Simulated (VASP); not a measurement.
# Ti12Si in VASP: a series of runs

Runs on Ti12Si. Level: PBE+D3(BJ). Tasks: single point.

All numbers are computed with VASP 6.6.1; they aren't measurements. Logs are shortened: lines on timing, memory, paths and dates and some standing lists are left out, and cuts for length are marked.

**1. The cell of the first run**

The cell holds a slab with vacuum, 13 atoms: a = 5.710 Å, b = 5.710 Å, c = 21.593 Å, α = 90.00°, β = 90.00°, γ = 120.00°.

**2. Single point, PBE+D3(BJ)**

Input file INCAR:

```
SYSTEM = Ti12Si
PREC     = Accurate       ! precision mode
ENCUT    = 520            ! plane-wave cutoff, eV
EDIFF    = 1E-6           ! SCF threshold, eV
ISMEAR   = 0              ! smearing method
SIGMA    = 0.1            ! smearing width, eV
LREAL    = .FALSE.        ! projectors in reciprocal space
LASPH    = .TRUE.         ! aspherical terms in the spheres
NELM     = 80             ! most SCF steps
ALGO     = Normal         ! electronic algorithm
ISIF     = 2              ! what is computed and relaxed
LWAVE    = .FALSE.        ! write WAVECAR
LCHARG   = .TRUE.         ! write CHGCAR
LDIPOL   = .TRUE.       
IDIPOL   = 3            
DIPOL    = 0.5 0.5 0.306
GGA      = PE             ! functional
IVDW     = 12             ! dispersion correction
LELF     = .TRUE.         ! ELF
LVHAR    = .TRUE.       
LVACPOTAV= .TRUE.       
NBANDS   = 86             ! bands
```

Input file KPOINTS:

```
Automatic mesh
0
G
  6 6 1
  0 0 0
```

Input file POSCAR:

```
Ti12Si
1.0
    5.7099611434      0.0000000000      0.0000000000
   -2.8549805717      4.9449714048      0.0000000000
    0.0000000000      0.0000000000     21.5932633302
Ti Si
12 1
Direct
    0.3333333333      0.1666666667      0.1852429593
    0.3333333333      0.6666666667      0.1852429593
    0.8333333333      0.1666666667      0.1852429593
    0.8333333333      0.6666666667      0.1852429593
    0.1666666667      0.3333333333      0.2894365806
    0.1666666667      0.8333333333      0.2894365806
    0.6666666667      0.3333333333      0.2894365806
    0.6666666667      0.8333333333      0.2894365806
    0.0000000000      0.0000000000      0.3933293083
    0.0000000000      0.5000000000      0.3933293083
    0.5000000000      0.0000000000      0.3933293083
    0.5000000000      0.5000000000      0.3933293083
    0.0000000000      0.2500000000      0.5091061579
```

Potentials or basis: VASP PAW PBE potentials, release 64 (Ti_sv, Si).

Started as:

```bash
$ cat potpaw_PBE.64/Ti_sv/POTCAR potpaw_PBE.64/Si/POTCAR > POTCAR
$ mpirun -np 1 vasp_std > vasp.out
```

OUTCAR:

```text
SYSTEM = Ti12Si
   PREC = Accurate
   ENCUT = 520
   EDIFF = 1E-6
   ISMEAR = 0
   LREAL = .FALSE.
   LASPH = .TRUE.
   NELM = 80
   ISIF = 2
   GGA = PE
   IVDW = 12
 IVDW          = 12

 ion  position               nearest neighbor table
   1  0.333  0.167  0.185-   5 2.79   6 2.79   7 2.79   4 2.85   2 2.85   2 2.85   4 2.85   3 2.85
                             3 2.85
   2  0.333  0.667  0.185-   6 2.79   5 2.79   8 2.79   3 2.85   1 2.85   1 2.85   3 2.85   4 2.85
                             4 2.85
   3  0.833  0.167  0.185-   7 2.79   8 2.79   5 2.79   4 2.85   2 2.85   4 2.85   2 2.85   1 2.85
                             1 2.85
   4  0.833  0.667  0.185-   8 2.79   7 2.79   6 2.79   3 2.85   1 2.85   3 2.85   1 2.85   2 2.85
                             2 2.85
   5  0.167  0.333  0.289-   9 2.78  12 2.78  10 2.78   1 2.79   2 2.79   3 2.79   8 2.85   6 2.85
                             6 2.85   8 2.85   7 2.85   7 2.85
   6  0.167  0.833  0.289-  10 2.78  11 2.78   9 2.78   2 2.79   1 2.79   4 2.79   7 2.85   5 2.85
                             5 2.85   7 2.85   8 2.85   8 2.85
   7  0.667  0.333  0.289-  11 2.78  10 2.78  12 2.78   3 2.79   4 2.79   1 2.79   8 2.85   6 2.85
                             8 2.85   6 2.85   5 2.85   5 2.85
   8  0.667  0.833  0.289-  12 2.78   9 2.78  11 2.78   4 2.79   3 2.79   2 2.79   7 2.85   5 2.85
                             7 2.85   5 2.85   6 2.85   6 2.85
   9  0.000  0.000  0.393-   5 2.78   8 2.78   6 2.78  10 2.85  12 2.85  10 2.85  12 2.85  11 2.85
                            11 2.85  13 2.88
  10  0.000  0.500  0.393-   6 2.78   7 2.78   5 2.78   9 2.85  11 2.85   9 2.85  11 2.85  12 2.85
                            12 2.85  13 2.88
  11  0.500  0.000  0.393-   7 2.78   6 2.78   8 2.78  10 2.85  12 2.85  12 2.85  10 2.85   9 2.85
                             9 2.85
  12  0.500  0.500  0.393-   8 2.78   5 2.78   7 2.78   9 2.85  11 2.85  11 2.85   9 2.85  10 2.85
                            10 2.85
  13  0.000  0.250  0.509-   9 2.88  10 2.88

  LATTYP: Found a hexagonal cell.
 ALAT       =     5.7099611434
 C/A-ratio  =     3.7816830602

  Lattice vectors:

 A1 = (   5.7099611434,   0.0000000000,   0.0000000000)
 A2 = (  -2.8549805717,   4.9449714048,   0.0000000000)
 A3 = (   0.0000000000,   0.0000000000,  21.5932633302)

Analysis of symmetry for initial positions (statically):
=====================================================================
 Subroutine PRICEL returns:
 Original cell was already a primitive cell.

 Routine SETGRP: Setting up the symmetry group for a
 hexagonal supercell.

 Subroutine GETGRP returns: Found  2 space group operations
 (whereof  1 operations were pure point group operations)
 out of a pool of 24 trial point group operations.

The static configuration has the point symmetry C_1 .
 The point group associated with its full space group is C_1h.

Analysis of symmetry for dynamics (positions and initial velocities):
=====================================================================
 Subroutine PRICEL returns:
 Original cell was already a primitive cell.

 Routine SETGRP: Setting up the symmetry group for a
 hexagonal supercell.

 Subroutine GETGRP returns: Found  2 space group operations
 (whereof  1 operations were pure point group operations)
 out of a pool of 24 trial point group operations.

The dynamic configuration has the point symmetry C_1 .
 The point group associated with its full space group is C_1h.

 Subroutine INISYM returns: Found  2 space group operations
 (whereof  1 operations are pure point group operations),
 and found     1 'primitive' translations

----------------------------------------------------------------------------------------

                                     Primitive cell

  volume of cell :     609.6986

  direct lattice vectors                    reciprocal lattice vectors
     5.709961143  0.000000000  0.000000000     0.175132540  0.101112819  0.000000000
    -2.854980572  4.944971405  0.000000000     0.000000000  0.202225639  0.000000000
     0.000000000  0.000000000 21.593263330     0.000000000  0.000000000  0.046310740

  length of vectors
     5.709961143  5.709961143 21.593263330     0.202225639  0.202225639  0.046310740

  position of ions in fractional coordinates (direct lattice)
     0.333333333  0.166666667  0.185242959
     0.333333333  0.666666667  0.185242959
     0.833333333  0.166666667  0.185242959
[... 50 lines left out ...]

 Found     13 irreducible k-points:

 Following reciprocal coordinates:
            Coordinates               Weight
  0.000000  0.000000  0.000000      1.000000
  0.166667 -0.000000  0.000000      2.000000
  0.000000  0.166667  0.000000      4.000000
  0.333333  0.000000  0.000000      2.000000
  0.000000  0.333333  0.000000      4.000000
  0.500000  0.000000  0.000000      1.000000
  0.000000  0.500000  0.000000      2.000000
  0.166667  0.166667  0.000000      4.000000
 -0.166667  0.333333  0.000000      2.000000
  0.333333  0.166667  0.000000      4.000000
 -0.166667  0.500000  0.000000      4.000000
  0.500000  0.333333  0.000000      4.000000
  0.333333  0.333333  0.000000      2.000000
   k-points           NKPTS =     13   k-points in BZ     NKDIM =     13   number of bands    NBANDS=     86
   number of dos      NEDOS =    301   number of ions     NIONS =     13
   total plane-waves  NPLWV = 285768
   dimension x,y,z NGX =    42 NGY =   42 NGZ =  162
   dimension x,y,z NGXF=    84 NGYF=   84 NGZF=  324
   ions per type =              12   1
   NGX,Y,Z   is equivalent  to a cutoff of  12.23, 12.23, 12.47 a.u.
   NGXF,Y,Z  is equivalent  to a cutoff of  24.46, 24.46, 24.94 a.u.
 SYSTEM =  Ti12Si
   PREC   = accura    normal or accurate (medium, high low for compatibility)
   ISTART =      0    job   : 0-new  1-cont  2-samecut
   ICHARG =      2    charge: 1-file 2-atom 10-const
   ISPIN  =      1    spin polarized calculation?
   LNONCOLLINEAR =      F non collinear calculations
   LSORBIT =      F    spin-orbit coupling
   LASPH  =      T    aspherical Exc in radial PAW
   ENCUT  =  520.0 eV  38.22 Ry    6.18 a.u.  10.62 10.62 40.15*2*pi/ulx,y,z
   NELM   =     80;   NELMIN=  2; NELMDL= -5     # of ELM steps
   EDIFF  = 0.1E-05   stopping-criterion for ELM
   LREAL  =      F    real-space projection
   EDIFFG = 0.1E-04   stopping-criterion for IOM
   NSW    =      0    number of steps for IOM
   IBRION =     -1    ionic relax: 0-MD 1-quasi-New 2-CG
   NFREE  =      0    steps in history (QN), initial steepest desc. (CG)
   ISIF   =      2    stress and relaxation
   ISYM   =      2    0-nonsym 1-usesym 2-fastsym
   POTIM  = 0.5000    time-step for ionic-motion
   TEBEG  =    0.0;   TEEND  =   0.0 temperature during run
   PSTRESS=    0.0 pullay stress
   NELECT =     148.0000    total number of electrons
   NUPDOWN=      -1.0000    fix difference up-down
   EMIN   =  10.00;   EMAX   =-10.00  energy-range for DOS
   EFERMI =   0.00;   METHOD = LEGACY
   ISMEAR =     0;   SIGMA  =   0.10  broadening in eV -4-tet -1-fermi 0-gaus
   EFERMI_NEDOS =   21; number of points for ismear=-14 and -15
   IALGO  =     38    algorithm
   IMIX   =      4    mixing-type and parameters
     AMIX     =   0.40;   BMIX     =  1.00
     AMIX_MAG =   1.60;   BMIX_MAG =  1.00
  volume/ion in A,a.u.               =      46.90       316.50
  Fermi-wavevector in a.u.,A,eV,Ry     =   1.021230  1.929845 14.189668  1.042911
  Thomas-Fermi vector in A             =   2.154843
   LORBIT       =      0    0 simple, 1 ext, 2 COOP (PROOUT), +10 PAW based schemes
   GGA     = PE    functional components
   LHFCALC =     F    Hartree Fock is set to
   AEXX    =    0.0000 exact exchange contribution
   IVDW    =    12    specifies the selected vdW correction
   LEPSILON=     F    determine dielectric tensor
   LRPA    =     F    only Hartree local field effects (RPA)
 non-spin polarized calculation
 Gauss-broadening in eV      SIGMA  =   0.10
  energy-cutoff  :      520.00
  volume of cell :      609.70
 maximum number of plane-waves:     16485
   NGX = 21   NGY = 21   NGZ = 81

 dipolmoment           0.000000      0.000000     -0.035236 electrons x Angstroem

 number of electron     147.9999947 magnetization

 dipolmoment           0.000000      0.000000      0.068236 electrons x Angstroem

 Free energy of the ion-electron system (eV)
  ---------------------------------------------------
  ext. energy  EPLUGINS =         0.00000000
  ---------------------------------------------------
  free energy    TOTEN  =       -91.35273145 eV

  energy without entropy =      -91.23557274  energy(sigma->0) =      -91.29415209

 E-fermi :   0.0834     XC(G=0):  -5.1746

 val. band max:        0.0825832122   @ k =   0.5000   0.0000   0.0000
 cond. band min:       0.0879602361   @ k =  -0.1667   0.5000   0.0000
 fundamental gap:      0.0053770239
 Fermi energy:         0.0833538763

 k-point     1 :       0.0000    0.0000    0.0000
  band No.  band energies     occupation
      1     -56.7270      2.00000
      2     -56.6842      2.00000
      3     -56.6412      2.00000
      4     -56.5788      2.00000
      5     -56.5784      2.00000
      6     -56.5732      2.00000
[... 1146 lines left out ...]
     85       0.9504      0.00000
     86       1.0904      0.00000

------------------------ aborting loop because EDIFF is reached ----------------------------------------

 Edisp (eV)   -5.59204

 E8    (eV) :    -2.7497

  FORCE on cell =-STRESS in cart. coord.  units (eV):
  Direction    XX          YY          ZZ          XY          YZ          ZX
  --------------------------------------------------------------------------------------
  -------------------------------------------------------------------------------------
  Total      -2.77093    -3.21740    -4.23382     0.38665     0.09889     0.17127
  in kB      -7.28149    -8.45474   -11.12572     1.01606     0.25985     0.45008
  external pressure =       -8.95 kB  Pullay stress =        0.00 kB

 VOLUME and BASIS-vectors are now :
 -----------------------------------------------------------------------------
  energy-cutoff  :      520.00
  volume of cell :      609.70
      direct lattice vectors                 reciprocal lattice vectors
     5.709961143  0.000000000  0.000000000     0.175132540  0.101112819  0.000000000
    -2.854980572  4.944971405  0.000000000     0.000000000  0.202225639  0.000000000
     0.000000000  0.000000000 21.593263330     0.000000000  0.000000000  0.046310740

 POSITION                                       TOTAL-FORCE (eV/Angst)
 -----------------------------------------------------------------------------------
      1.42749      0.82416      4.00000         0.013729      0.006847      0.067989
     -0.00000      3.29665      4.00000         0.012795      0.008466      0.067989
      4.28247      0.82416      4.00000        -0.024244     -0.013997      0.036388
      2.85498      3.29665      4.00000        -0.011082     -0.006398      0.056103
      0.00000      1.64832      6.24988         0.117382      0.067770     -0.338295
     -1.42749      4.12081      6.24988         0.039079      0.022562     -0.200417
      2.85498      1.64832      6.24988        -0.088090      0.001664     -0.189486
      1.42749      4.12081      6.24988        -0.042603     -0.077120     -0.189486
      0.00000      0.00000      8.49326        -0.363788      0.626921      0.635856
     -1.42749      2.47249      8.49326         0.361036     -0.628510      0.635856
      2.85498      0.00000      8.49326         0.391899      0.226263      0.682966
      1.42749      2.47249      8.49326        -0.481988     -0.278276      0.794284
     -0.71375      1.23624     10.99326         0.075875      0.043807     -2.059746
 -----------------------------------------------------------------------------------
    total drift:                                0.000034      0.000020     -0.000173

  FREE ENERGIE OF THE ION-ELECTRON SYSTEM (eV)
  ---------------------------------------------------
  free  energy   TOTEN  =       -96.9447676913 eV

  energy  without entropy=      -96.8276089806  energy(sigma->0) =      -96.88618834

 vacuum level on the upper side and lower side of the slab         5.180         4.743
```

Wall time 30 min (1 thread of AMD EPYC 9R45 (Zen 5), shared host); peak memory 0.84 GiB.

What came out:

* Free energy: -96.9448 eV
* Largest force: 2.062 eV/Å
* Band gap on the k mesh: zero (bands 74 and 75 overlap by 0.68 eV)
* Dispersion energy per atom: -0.430 eV

Forces in eV/Å, atoms in the order of the input:
```
Ti   0.014  0.007  0.068
Ti   0.013  0.008  0.068
Ti  -0.024 -0.014  0.036
Ti  -0.011 -0.006  0.056
Ti   0.117  0.068 -0.338
Ti   0.039  0.023 -0.200
Ti  -0.088  0.002 -0.189
Ti  -0.043 -0.077 -0.189
Ti  -0.364  0.627  0.636
Ti   0.361 -0.629  0.636
Ti   0.392  0.226  0.683
Ti  -0.482 -0.278  0.794
Si   0.076  0.044 -2.060
```

**3. Single point, PBE+D3(BJ)**

Input file INCAR:

```
SYSTEM = Ti12Si
  ALGO = Normal
  DIPOL = 0.5 0.5 0.306
  EDIFF = 1E-6
  ENCUT = 520
  GGA = PE
  IDIPOL = 3
  ISIF = 2
  ISMEAR = 0
  IVDW = 12
  LASPH = .True.
  LCHARG = .True.
  LDIPOL = .True.
  LELF = .True.
  LREAL = .False.
  LVACPOTAV = .True.
  LVHAR = .True.
  LWAVE = .False.
  NBANDS = 86
  NELM = 100
  PREC = Accurate
  SIGMA = 0.1
```

Input file KPOINTS:

```
k-points
0
Gamma
  6 6 1
  0 0 0
```

Edit POSCAR of step 2 so:

```diff
@@ -20,2 +20,2 @@
     0.5000000000      0.5000000000      0.3933293083
-    0.0000000000      0.2500000000      0.5091061579
+    0.1666666667      0.0833333333      0.5091061579
```

Potentials or basis: VASP PAW PBE potentials, release 64 (Ti_sv, Si).

Started as:

```bash
$ cat potpaw_PBE.64/Ti_sv/POTCAR potpaw_PBE.64/Si/POTCAR > POTCAR
$ mpirun -np 1 vasp_std > vasp.out
```

It took 57 min on 1 thread of Intel Xeon Platinum 8488C (Sapphire Rapids), shared host; peak memory 0.85 GiB.

The run converged. Its results:

```yaml
Free_energy: -96.9468 eV
Largest_force: 1.821 eV/Å
Band_gap_on_the_k_mesh: zero (bands 74 and 75 overlap by 0.67 eV)
Dispersion_energy_per_atom: -0.432 eV
```

Forces in eV/Å, atoms in the order of the input:
```
Ti  -0.010 -0.006  0.037
Ti  -0.034 -0.020  0.047
Ti   0.006  0.013  0.067
Ti   0.014 -0.001  0.067
Ti  -0.046  0.170 -0.249
Ti   0.124 -0.125 -0.249
Ti   0.050  0.029 -0.154
Ti  -0.094 -0.054 -0.207
Ti   0.453  0.262  0.163
Ti   0.256  0.148  0.820
Ti  -0.493  0.066  0.739
Ti  -0.189 -0.460  0.739
Si  -0.037 -0.021 -1.820
```

Levels at points of the mesh, in eV from the Fermi level:
```csv
k point,band 70,band 71,band 72,band 73,band 74,band 75,band 76,band 77
"(0.00, 0.00, 0.00)",-0.02,0.02,0.34,0.38,0.49,0.55,0.74,0.76
"(0.50, 0.00, 0.00)",-0.47,-0.44,-0.37,-0.33,-0.23,-0.17,-0.03,-0.02
"(0.00, 0.50, 0.00)",-0.47,-0.44,-0.34,-0.33,-0.23,-0.17,-0.03,-0.01
```
